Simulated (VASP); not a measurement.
Input of a VASP 6.6.1 run:

Contents of INCAR:

```
SYSTEM = Tl
PREC = Accurate
ENCUT = 520
EDIFF = 1E-6
ISMEAR = -1
SIGMA = 0.08
LREAL = .False.
LASPH = .True.
NELM = 60
ALGO = Normal
ISIF = 2
LWAVE = .False.
LCHARG = .False.
GGA = PE
NBANDS = 12
```

The input KPOINTS:

```
regular mesh
0
Gamma
  12 12 12
  0 0 0
```

Contents of POSCAR:

```
Tl
1.0
    3.1393884663      0.0000000000      0.0000000000
    0.0000000000      3.1393884663      0.0000000000
    0.0000000000      0.0000000000      3.1393884663
Tl
1
Direct
    0.0000000000      0.0000000000      0.0000000000
```

Potentials or basis: VASP PAW PBE potentials, release 64 (Tl_d).

Run with:

```sh
$ cat potpaw_PBE.64/Tl_d/POTCAR > POTCAR
$ mpirun -np 1 vasp_std > vasp.out
```

Question: Predict the pressure.

Answer: 3.0 GPa.

Question: Estimate the band gap on the k mesh.

Answer: Zero (an odd number of electrons rules out a gap without spin polarisation).

Caveat: spin-orbit coupling is left out, which moves the levels of the heavy elements.
